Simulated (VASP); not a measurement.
Write the native input for VASP 6.6.1 that does the following.

```yaml
Task: single point
Functional: PBE
Potentials_or_basis: VASP PAW PBE potentials, release 64 (Mn_sv, O)
Cutoff: 700 eV
k_mesh: 11 × 11 × 6
Occupations: fermi-dirac, width 0.05 eV
Spin: collinear spin, ferromagnetic start
Starting_moments: "[4.0, 0.0, 0.0] μB"
Dipole_correction: no
Further_INCAR_settings: ALGO = Normal; EDIFF = 1e-06; NBANDS = 24
```

The structure of MnO2 lies in POSCAR:

```
MnO2
1.0
    2.8565781804      0.0000000000      0.0000000000
   -1.4282890902      2.4738692722      0.0000000000
    0.0000000000      0.0000000000      4.6013740589
Mn O
1 2
Direct
    0.0000000000      0.0000000000      0.5000000000
    0.3333333333      0.6666666667      0.7062925700
    0.6666666667      0.3333333333      0.2937074300
```

These files were run (other wordings do the same):

INCAR

```
PREC = Accurate
ENCUT = 700
EDIFF = 1E-6
ISMEAR = -1
SIGMA = 0.05
LREAL = F
LASPH = T
NELM = 200
ALGO = Normal
ISIF = 2
LWAVE = F
LCHARG = F
ISPIN = 2
MAGMOM = 4 0 0
LORBIT = 11
LMAXMIX = 4
GGA = PE
NBANDS = 24
GGA_COMPAT = F
```

KPOINTS

```
regular mesh
0
Gamma
  11 11 6
```

Potentials or basis: VASP PAW PBE potentials, release 64 (Mn_sv, O).

The run is started by

```sh
$ cat potpaw_PBE.64/Mn_sv/POTCAR potpaw_PBE.64/O/POTCAR > POTCAR
$ mpirun -np 1 vasp_std > vasp.out
```

Results of the run:

* Pressure: 4.4 GPa
* Largest force: 0.198 eV/Å
* Band gap on the k mesh: 0.83 eV (least direct gap 0.89 eV)
* Net moment: 3.00 μB per cell
* Site moments: Mn +2.72; O +0.04 μB
* Valence electrons inside the program's atomic spheres: Mn 12.78; O 5.00

Caveat: the cell stands under pressure; a cell with one magnetic atom can't hold antiferromagnetic order, which such compounds often take.

Wall time 3.5 min on 1 thread of Intel(R) Xeon(R) Platinum 8488C (Sapphire Rapids), with other jobs on the host, peak memory 0.29 GiB.
